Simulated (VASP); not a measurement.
Set up this calculation in VASP 6.6.1, as the native input.

```
Task                   : single point
Functional             : PBEsol
Potentials or basis    : VASP PAW PBE potentials, release 64 (Na_pv, Cl)
Cutoff                 : 520 eV
k mesh                 : 8 × 8 × 8
Occupations            : gaussian, width 0.01 eV
Spin                   : no spin polarisation
Dipole correction      : no
Further INCAR settings : ALGO = Normal; EDIFF = 1e-07; NBANDS = 14
```

The structure of NaCl lies in POSCAR:

```
NaCl
1.0
    2.8149572586      2.8149572586      0.0000000000
   -2.8149572586      2.8149572586      0.0000000000
    0.0000000000      2.8149572586      2.7925496386
Na Cl
1 1
Direct
    0.0000000000      0.0000000000      0.0000000000
    0.5000000000      0.5000000000      0.0000000000
```

This cell differs from its parent crystal: in-plane strain +0.005.

The input as run:

INCAR

```
ALGO = Normal ; EDIFF = 1E-7
ENCUT = 520 ; GGA = PS
ISIF = 2 ; ISMEAR = 0
LASPH = True ; LCHARG = False
LREAL = False ; LWAVE = False
NBANDS = 14 ; NELM = 80
PREC = Accurate ; SIGMA = 0.01
```

KPOINTS

```
k-points
0
Gamma
  8 8 8
```

Potentials or basis: VASP PAW PBE potentials, release 64 (Na_pv, Cl).

Command:

```bash
$ cat potpaw_PBE.64/Na_pv/POTCAR potpaw_PBE.64/Cl/POTCAR > POTCAR
$ mpirun -np 1 vasp_std > vasp.out
```

Results of the run:

The pressure is -0.2 GPa and the band gap on the k mesh is 4.98 eV.

Caveat: the cell differs from its parent crystal (in-plane strain +0.005); the PAW data sets were made with another functional, which shifts forces and pressure a little.

It took 49 s on 1 thread of Intel Xeon 8259CL, with other jobs on the host, peak memory 0.18 GiB.
